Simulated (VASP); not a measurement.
SiNi3, 4 atoms in the cell. It takes space group Pm-3m (No. 221, cubic). Conventional cell: a = 3.533 Å, b = 3.533 Å, c = 3.533 Å, α = 90.00°, β = 90.00°, γ = 90.00°. Si (site symmetry m-3m) has 12 Ni at 2.50 Å within 3.3 Å. Within 3.3 Å of Ni (site symmetry 4/mmm) lie 4 Si at 2.50 Å and 8 Ni at 2.50 Å. 

- Program: VASP 6.6.1
- Task: single point
- Functional: r2SCAN
- Potentials or basis: VASP PAW PBE potentials, release 64 (Si, Ni)
- Cutoff: 520 eV
- k mesh: 6 × 6 × 6
- Occupations: fermi-dirac, width 0.02 eV
- Spin: no spin polarisation
- Dipole correction: no
- Further INCAR settings: ALGO = Normal; EDIFF = 1e-06; NBANDS = 25

Potentials or basis: VASP PAW PBE potentials, release 64 (Si, Ni).

Command:

```bash
$ cat potpaw_PBE.64/Si/POTCAR potpaw_PBE.64/Ni/POTCAR > POTCAR
$ cp INCAR.step1 INCAR
$ mpirun -np 1 vasp_std > vasp.out
$ cp INCAR.step2 INCAR
$ mpirun -np 1 vasp_std > vasp.out
```

Hardware: 1 thread of Intel Xeon 8259CL, on a shared host.

Task: Estimate the wall time of this run.

Result: Wall time 2.9 min on 1 thread of Intel Xeon 8259CL (shared host), peak memory 0.17 GiB. Counts: k points 20.
